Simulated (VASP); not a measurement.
Set up this calculation in VASP 6.6.1, as the native input.

| Quantity | Value |
| --- | --- |
| Task | single point |
| Functional | PBE |
| Potentials or basis | VASP PAW PBE potentials, release 64 (Na_pv, Br, F) |
| Cutoff | 520 eV |
| k mesh | 6 × 6 × 4 |
| Occupations | gaussian, width 0.02 eV |
| Spin | no spin polarisation |
| Dipole correction | no |
| Further INCAR settings | ALGO = Normal; EDIFF = 1e-06; NBANDS = 22 |

The structure of Na2BrF lies in POSCAR:

```
Na2BrF
1.0
    3.9508294180      0.0000000000      0.0000000000
    0.0000000000      3.9508294180      0.0000000000
    0.0000000000      0.0000000000      5.5152095289
Na Br F
2 1 1
Direct
    0.0000000000      0.0000000000      0.0000000000
    0.5000000000      0.5000000000      0.5000000000
    0.5000000000      0.5000000000      0.0000000000
    0.0000000000      0.0000000000      0.5000000000
```

These files were run (other wordings do the same):

INCAR

```
PREC = Accurate
ENCUT = 520
EDIFF = 1E-6
ISMEAR = 0
SIGMA = 0.02
LREAL = False
LASPH = True
NELM = 100
ALGO = Normal
ISIF = 2
LWAVE = False
LCHARG = False
GGA = PE
NBANDS = 22
```

KPOINTS

```
Automatic mesh
0
Gamma
  6 6 4
```

Potentials or basis: VASP PAW PBE potentials, release 64 (Na_pv, Br, F).

Command:

```console
$ cat potpaw_PBE.64/Na_pv/POTCAR potpaw_PBE.64/Br/POTCAR potpaw_PBE.64/F/POTCAR > POTCAR
$ mpirun -np 1 vasp_std > vasp.out
```

Results of the run:

```yaml
Pressure: 0.0 GPa
Band_gap_on_the_k_mesh: 4.46 eV, direct
```

It took 44 s on 1 thread of Intel(R) Xeon(R) Platinum 8259CL CPU @ 2.50GHz (Skylake/Cascade Lake) (shared host), peak memory 0.21 GiB.
